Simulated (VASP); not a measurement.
# Tl (P6_3/mmc) in VASP: further runs, part 2 of 2

VASP 6.6.1. The steps go on from the part before.

## Step 4: Single point, revPBE

INCAR

```
PREC = Accurate ; ENCUT = 520
EDIFF = 1E-7 ; ISMEAR = 1
SIGMA = 0.2 ; LREAL = False
LASPH = True ; NELM = 60
ALGO = Normal ; ISIF = 2
LWAVE = False ; LCHARG = False
GGA = RE ; NBANDS = 20
```

KPOINTS

```
Automatic mesh
0
Gamma
  9 9 5
```

POSCAR

```
Tl
1.0
    3.4560000000      0.0000000000      0.0000000000
   -1.7280000000      2.9929837955      0.0000000000
    0.0000000000      0.0000000000      5.5250000000
Tl
2
Direct
    0.6666666667      0.3333333333      0.7500000000
    0.3333333333      0.6666666667      0.2500000000
```

Potentials or basis: VASP PAW PBE potentials, release 64 (Tl_d).

Launch:

```console
> cat potpaw_PBE.64/Tl_d/POTCAR > POTCAR
> mpirun -np 1 vasp_std > vasp.out
```

OUTCAR:

```text
PREC = Accurate
   ENCUT = 520
   EDIFF = 1E-7
   ISMEAR = 1
   LREAL = False
   LASPH = True
   NELM = 60
   ISIF = 2
   GGA = RE

 ion  position               nearest neighbor table
   1  0.667  0.333  0.750-   2 3.41   2 3.41   2 3.41   2 3.41   2 3.41   2 3.41
   2  0.333  0.667  0.250-   1 3.41   1 3.41   1 3.41   1 3.41   1 3.41   1 3.41

  LATTYP: Found a hexagonal cell.
 ALAT       =     3.4560000000
 C/A-ratio  =     1.5986689815

  Lattice vectors:

 A1 = (   3.4560000000,   0.0000000000,   0.0000000000)
 A2 = (  -1.7280000000,   2.9929837955,   0.0000000000)
 A3 = (   0.0000000000,   0.0000000000,   5.5250000000)

Analysis of symmetry for initial positions (statically):
=====================================================================
 Subroutine PRICEL returns:
 Original cell was already a primitive cell.

 Routine SETGRP: Setting up the symmetry group for a
 hexagonal supercell.

 Subroutine GETGRP returns: Found 24 space group operations
 (whereof 12 operations were pure point group operations)
 out of a pool of 24 trial point group operations.

The static configuration has the point symmetry D_3d.
 The point group associated with its full space group is D_6h.

Analysis of symmetry for dynamics (positions and initial velocities):
=====================================================================
 Subroutine PRICEL returns:
 Original cell was already a primitive cell.

 Routine SETGRP: Setting up the symmetry group for a
 hexagonal supercell.

 Subroutine GETGRP returns: Found 24 space group operations
 (whereof 12 operations were pure point group operations)
 out of a pool of 24 trial point group operations.

The dynamic configuration has the point symmetry D_3d.
 The point group associated with its full space group is D_6h.

 Subroutine INISYM returns: Found 24 space group operations
 (whereof 12 operations are pure point group operations),
 and found     1 'primitive' translations

----------------------------------------------------------------------------------------

                                     Primitive cell

  volume of cell :      57.1492

  direct lattice vectors                    reciprocal lattice vectors
     3.456000000  0.000000000  0.000000000     0.289351852  0.167057370  0.000000000
    -1.728000000  2.992983795  0.000000000     0.000000000  0.334114739  0.000000000
     0.000000000  0.000000000  5.525000000     0.000000000  0.000000000  0.180995475

  length of vectors
     3.456000000  3.456000000  5.525000000     0.334114739  0.334114739  0.180995475

  position of ions in fractional coordinates (direct lattice)
     0.666666667  0.333333333  0.750000000
     0.333333333  0.666666667  0.250000000

  ion indices of the primitive-cell ions
   primitive index   ion index
                 1           1
                 2           2

----------------------------------------------------------------------------------------

 KPOINTS: Automatic mesh

Automatic generation of k-mesh.
 Grid dimensions read from file:
 generate k-points for:    9    9    5

 Generating k-lattice:

  Cartesian coordinates                     Fractional coordinates (reciprocal lattice)
     0.032150206  0.018561930  0.000000000     0.111111111 -0.000000000  0.000000000
     0.000000000  0.037123860  0.000000000     0.000000000  0.111111111  0.000000000
     0.000000000  0.000000000  0.036199095     0.000000000  0.000000000  0.200000000

  Length of vectors
     0.037123860  0.037123860  0.036199095

  Shift w.r.t. Gamma in fractional coordinates (k-lattice)
     0.000000000  0.000000000  0.000000000

 Subroutine IBZKPT returns following result:
 ===========================================

 Found     36 irreducible k-points:

 Following reciprocal coordinates:
            Coordinates               Weight
  0.000000  0.000000  0.000000      1.000000
  0.111111 -0.000000  0.000000      6.000000
  0.222222 -0.000000  0.000000      6.000000
  0.333333  0.000000  0.000000      6.000000
  0.444444 -0.000000  0.000000      6.000000
  0.111111  0.111111  0.000000      6.000000
[... 16 lines left out ...]
  0.333333  0.222222  0.200000     24.000000
  0.333333  0.333333  0.200000      4.000000
 [... further k-points ...]
   k-points           NKPTS =     36   k-points in BZ     NKDIM =     36   number of bands    NBANDS=     20
   number of dos      NEDOS =    301   number of ions     NIONS =      2
   total plane-waves  NPLWV =  32928
   dimension x,y,z NGX =    28 NGY =   28 NGZ =   42
   dimension x,y,z NGXF=    56 NGYF=   56 NGZF=   84
   ions per type =               2
   NGX,Y,Z   is equivalent  to a cutoff of  13.47, 13.47, 12.64 a.u.
   NGXF,Y,Z  is equivalent  to a cutoff of  26.94, 26.94, 25.28 a.u.
 SYSTEM =  unknown system
   PREC   = accura    normal or accurate (medium, high low for compatibility)
   ISTART =      0    job   : 0-new  1-cont  2-samecut
   ICHARG =      2    charge: 1-file 2-atom 10-const
   ISPIN  =      1    spin polarized calculation?
   LNONCOLLINEAR =      F non collinear calculations
   LSORBIT =      F    spin-orbit coupling
   LASPH  =      T    aspherical Exc in radial PAW
   ENCUT  =  520.0 eV  38.22 Ry    6.18 a.u.   6.43  6.43 10.27*2*pi/ulx,y,z
   NELM   =     60;   NELMIN=  2; NELMDL= -5     # of ELM steps
   EDIFF  = 0.1E-06   stopping-criterion for ELM
   LREAL  =      F    real-space projection
   EDIFFG = 0.1E-05   stopping-criterion for IOM
   NSW    =      0    number of steps for IOM
   IBRION =     -1    ionic relax: 0-MD 1-quasi-New 2-CG
   NFREE  =      0    steps in history (QN), initial steepest desc. (CG)
   ISIF   =      2    stress and relaxation
   ISYM   =      2    0-nonsym 1-usesym 2-fastsym
   POTIM  = 0.5000    time-step for ionic-motion
   TEBEG  =    0.0;   TEEND  =   0.0 temperature during run
   PSTRESS=    0.0 pullay stress
   NELECT =      26.0000    total number of electrons
   NUPDOWN=      -1.0000    fix difference up-down
   EMIN   =  10.00;   EMAX   =-10.00  energy-range for DOS
   EFERMI =   0.00;   METHOD = LEGACY
   ISMEAR =     1;   SIGMA  =   0.20  broadening in eV -4-tet -1-fermi 0-gaus
   EFERMI_NEDOS =   21; number of points for ismear=-14 and -15
   IALGO  =     38    algorithm
   IMIX   =      4    mixing-type and parameters
     AMIX     =   0.40;   BMIX     =  1.00
     AMIX_MAG =   1.60;   BMIX_MAG =  1.00
  volume/ion in A,a.u.               =      28.57       192.83
  Fermi-wavevector in a.u.,A,eV,Ry     =   1.259107  2.379366 21.569987  1.585349
  Thomas-Fermi vector in A             =   2.392683
   LORBIT       =      0    0 simple, 1 ext, 2 COOP (PROOUT), +10 PAW based schemes
   GGA     = RE    functional components
   LHFCALC =     F    Hartree Fock is set to
   AEXX    =    0.0000 exact exchange contribution
   IVDW    =     0    specifies the selected vdW correction
   LEPSILON=     F    determine dielectric tensor
   LRPA    =     F    only Hartree local field effects (RPA)
 non-spin polarized calculation
 Methfessel and Paxton  Order N= 1 SIGMA  =   0.20
  energy-cutoff  :      520.00
  volume of cell :       57.15
 maximum number of plane-waves:      1558
 NGX is ok and might be reduce to    28
   NGX = 13   NGY = 13   NGZ = 21

 number of electron      26.0000004 magnetization

 Free energy of the ion-electron system (eV)
  ---------------------------------------------------
  ext. energy  EPLUGINS =         0.00000000
  ---------------------------------------------------
  free energy    TOTEN  =        -3.67386331 eV

  energy without entropy =       -3.66639822  energy(sigma->0) =       -3.67137495

 E-fermi :   6.6766     XC(G=0): -10.1060

 val. band max:        6.6659842104   @ k =   0.2222   0.2222   0.4000
 cond. band min:       6.7131263017   @ k =   0.2222   0.1111   0.2000
 fundamental gap:      0.0471420913
 Fermi energy:         6.6765638038

 k-point     1 :       0.0000    0.0000    0.0000
  band No.  band energies     occupation
      1      -5.1608      2.00000
      2      -4.9347      2.00000
      3      -4.9185      2.00000
      4      -4.9185      2.00000
      5      -4.8653      2.00000
      6      -4.8653      2.00000
[... 12 lines left out ...]
     19      17.4984      0.00000
     20      17.6254      0.00000
[... 507 lines left out ...]
 k-point    24 :       0.3333    0.3333    0.2000
  band No.  band energies     occupation
      1      -5.1259      2.00000
      2      -5.0101      2.00000
      3      -5.0101      2.00000
      4      -4.7941      2.00000
      5      -4.7937      2.00000
      6      -4.7937      2.00000
[... 12 lines left out ...]
     19      14.2536      0.00000
     20      21.6864      0.00000

 [... further k-points ...]

------------------------ aborting loop because EDIFF is reached ----------------------------------------

  FORCE on cell =-STRESS in cart. coord.  units (eV):
  Direction    XX          YY          ZZ          XY          YZ          ZX
  --------------------------------------------------------------------------------------
  -------------------------------------------------------------------------------------
  Total        1.5087014      1.5087014      2.0562959      0.0000000     -0.0000000      0.0000000
  in kB       42.2964099     42.2964099     57.6482080      0.0000000     -0.0000000      0.0000000
  external PRESSURE =      47.4136759 kB  Pullay stress =       0.0000000 kB

 VOLUME and BASIS-vectors are now :
 -----------------------------------------------------------------------------
  energy-cutoff  :      520.00
  volume of cell :       57.15
      direct lattice vectors                 reciprocal lattice vectors
     3.456000000  0.000000000  0.000000000     0.289351852  0.167057370  0.000000000
    -1.728000000  2.992983795  0.000000000     0.000000000  0.334114739  0.000000000
     0.000000000  0.000000000  5.525000000     0.000000000  0.000000000  0.180995475

 POSITION                                       TOTAL-FORCE (eV/Angst)
 -----------------------------------------------------------------------------------
      1.72800      0.99766      4.14375        -0.000000      0.000000      0.000000
     -0.00000      1.99532      1.38125         0.000000     -0.000000      0.000000
 -----------------------------------------------------------------------------------
    total drift:                               -0.000000      0.000000     -0.000000

  FREE ENERGIE OF THE ION-ELECTRON SYSTEM (eV)
  ---------------------------------------------------
  free  energy   TOTEN  =        -3.6738633125 eV

  energy  without entropy=       -3.6663982200  energy(sigma->0) =       -3.67137495
```

stdout:

```text
POSCAR found type information on POSCAR Tl
 POSCAR found :  1 types and       2 ions
 scaLAPACK will be used
 -----------------------------------------------------------------------------
|                                                                             |
|                                                                             |
|     You enforced a specific xc type in the INCAR file but a different       |
|     I HOPE YOU KNOW WHAT YOU ARE DOING!                                     |
|                                                                             |
 -----------------------------------------------------------------------------

 LDA part: xc-table for (Slater+PW92), standard interpolation
 POSCAR, INCAR and KPOINTS ok, starting setup
 FFT: planning ... GRIDC
 FFT: planning ... GRID_SOFT
 FFT: planning ... GRID
 WAVECAR not read
 entering main loop
```

Run time: 18 s. Hardware: 1 thread of Intel Xeon Platinum 8488C (Sapphire Rapids), shared host; peak memory 0.19 GiB.

Results:

* Free energy: -3.6739 eV
* Pressure: 4.7 GPa
* Band gap on the k mesh: zero (band 13 reaches 8.80 eV, above the bottom of band 14 at 5.13 eV)

Caveat: the PAW data sets were made with another functional, which shifts forces and pressure a little; spin-orbit coupling is left out, which moves the levels of the heavy elements.

## Step 5: Single point, PBE+D3(BJ)

INCAR

```
PREC     = Accurate       # precision mode
ENCUT    = 520            # plane-wave cutoff, eV
EDIFF    = 1E-6           # SCF threshold, eV
ISMEAR   = 1              # smearing method
SIGMA    = 0.2            # smearing width, eV
LREAL    = F              # projectors in reciprocal space
LASPH    = T              # aspherical terms in the spheres
NELM     = 80             # most SCF steps
ALGO     = Fast           # electronic algorithm
ISIF     = 2              # what is computed and relaxed
LWAVE    = F              # write WAVECAR
LCHARG   = F              # write CHGCAR
GGA      = PE             # functional
IVDW     = 12             # dispersion correction
NBANDS   = 20             # bands
```

KPOINTS

```
regular mesh
0
Gamma
  9 9 5
```

POSCAR is that of step 4.

Launch:

```console
> cat potpaw_PBE.64/Tl_d/POTCAR > POTCAR
> mpirun -np 1 vasp_std > vasp.out
```

Wall time 18 s (1 thread of Intel Xeon Platinum 8488C (Sapphire Rapids), shared host); peak memory 0.2 GiB.

Results (log left out):

| Item | Value |
| --- | --- |
| Free energy | -5.0641 eV |
| Pressure | 1.4 GPa |
| Band gap on the k mesh | zero (band 13 reaches 8.69 eV, above the bottom of band 14 at 5.02 eV) |
| Dispersion energy per atom | -0.343 eV |

Stress tensor (GPa, compression positive):
```
0.86 0.00 0.00
0.00 0.86 0.00
0.00 0.00 2.35
```

Levels at points of the mesh, in eV from the Fermi level:
```tsv
k point	band 10	band 11	band 12	band 13	band 14	band 15	band 16	band 17
(0.00, 0.00, 0.00)	-11.09	-10.03	-5.09	-2.82	8.00	8.00	10.08	10.08
```

Caveat: spin-orbit coupling is left out, which moves the levels of the heavy elements; pairwise dispersion overbinds metals, which lowers pressure and volume.

## Step 6: Summary

```csv
level,potentials or basis,smearing,gap on the mesh (eV),pressure (GPa)
PBEsol,"VASP PAW PBE potentials, release 64 (Tl_d)",gaussian 0.02 eV,none,0.2
LDA,"VASP PAW LDA potentials, release 64 (Tl_d)",gaussian 0.1 eV,none,-1.5
revPBE,"VASP PAW PBE potentials, release 64 (Tl_d)",methfessel-paxton 0.2 eV,none,4.7
PBE+D3(BJ),"VASP PAW PBE potentials, release 64 (Tl_d)",methfessel-paxton 0.2 eV,none,1.4
```

Alike in all rows: task single point; no spin polarisation; cell as given; k mesh 9 × 9 × 5; cutoff (eV) 520.

Caveats: spin-orbit coupling is left out, which moves the levels of the heavy elements; the PAW data sets were made with another functional, which shifts forces and pressure a little (some runs); pairwise dispersion overbinds metals, which lowers pressure and volume (some runs).

Total energies depend on the potentials used, so only differences within one code and one set of settings carry meaning.
